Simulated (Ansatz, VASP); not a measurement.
**Two plane-wave programs on AlN**

The input POSCAR:

```
AlN
1.0
    3.1532941652      0.0000000000      0.0000000000
   -1.5766470826      2.7308328527      0.0000000000
    0.0000000000      0.0000000000      4.9360797762
Al N
2 2
Direct
    0.3333333333      0.6666666667     -0.0053356499
    0.6666666667      0.3333333333      0.4946643501
    0.3333333333      0.6666666667      0.3803356499
    0.6666666667      0.3333333333      0.8803356499
```

File INCAR.step1:

```
PREC     = Accurate       # precision mode
ENCUT    = 660            # plane-wave cutoff, eV
ISMEAR   = 0              # smearing method
SIGMA    = 0.01           # smearing width, eV
LREAL    = False          # projectors in reciprocal space
LASPH    = True           # aspherical terms in the spheres
NELM     = 120            # most SCF steps
NBANDS   = 16             # bands
GGA      = PE             # functional
ALGO     = Normal         # electronic algorithm
EDIFF    = 1E-5           # SCF threshold, eV
LWAVE    = True           # write WAVECAR
LCHARG   = False          # write CHGCAR
GGA_COMPAT= False
```

INCAR.step2

```
PREC     = Accurate       # precision mode
ENCUT    = 660            # plane-wave cutoff, eV
EDIFF    = 1E-6           # SCF threshold, eV
ISMEAR   = 0              # smearing method
SIGMA    = 0.01           # smearing width, eV
LREAL    = False          # projectors in reciprocal space
LASPH    = True           # aspherical terms in the spheres
NELM     = 120            # most SCF steps
ALGO     = Normal         # electronic algorithm
ISIF     = 2              # what is computed and relaxed
LWAVE    = False          # write WAVECAR
LCHARG   = True           # write CHGCAR
METAGGA  = R2SCAN         # meta-GGA
LMIXTAU  = True         
LELF     = True           # ELF
LVHAR    = True         
NBANDS   = 16             # bands
ISTART   = 1            
GGA_COMPAT= False
```

Contents of KPOINTS:

```
Automatic mesh
0
Gamma
  12 12 6
```

Input for Ansatz:

```yaml
crystal:
  lattice:
    - [3.1532941652, 0.0, 0.0]
    - [-1.5766470826, 2.7308328527, 0.0]
    - [0.0, 0.0, 4.9360797762]
  atoms:
    - { symbol: Al, position: [0.3333333333, 0.6666666667, -0.0053356499] }
    - { symbol: Al, position: [0.6666666667, 0.3333333333, 0.4946643501] }
    - { symbol: "N", position: [0.3333333333, 0.6666666667, 0.3803356499] }
    - { symbol: "N", position: [0.6666666667, 0.3333333333, 0.8803356499] }
kpoints:
  mp_grid: { grid: [12, 12, 6] }
  band_path:
    path:
      - [0.0, 0.0, 0.0]
      - [0.5, 0.0, 0.0]
      - [0.3333333333, 0.3333333333, 0.0]
      - [0.0, 0.0, 0.5]
      - [0.5, 0.0, 0.5]
      - [0.3333333333, 0.3333333333, 0.5]
    npoints: 1
hamiltonian:
  xc: r2scan
scf:
  occupations: { method: fixed }
  n_extra_bands: 5
output:
  forces: true
  stress: true
  eigenvalues: true
```

Change from the starting cell: epitaxial_xy strain +1.5%.

Alike in both runs: task single point; functional r2SCAN; k mesh 12 × 12 × 6; no spin polarisation.

|  | VASP | Ansatz |
| --- | --- | --- |
| version | VASP 6.6.1 | Ansatz 0.2.0 |
| potentials or method | VASP PAW PBE potentials, release 64 (Al, N) | plane waves, PAW |
| plane-wave cutoff (eV) | 660 | 500 |
| occupations | gaussian, width 0.01 eV | fixed |
| valence electrons in the cell | 16 | 16 |

```csv
,VASP,Ansatz,Ansatz less VASP
gap on the k mesh at the Fermi level (eV),4.60,4.56,-0.038
pressure (GPa),-5.0,-4.6,+0.37
"traceless stress, the component that is largest in VASP (GPa)",4.64,4.59,-0.043
```

VASP's potentials were made for PBE, not for r2SCAN.
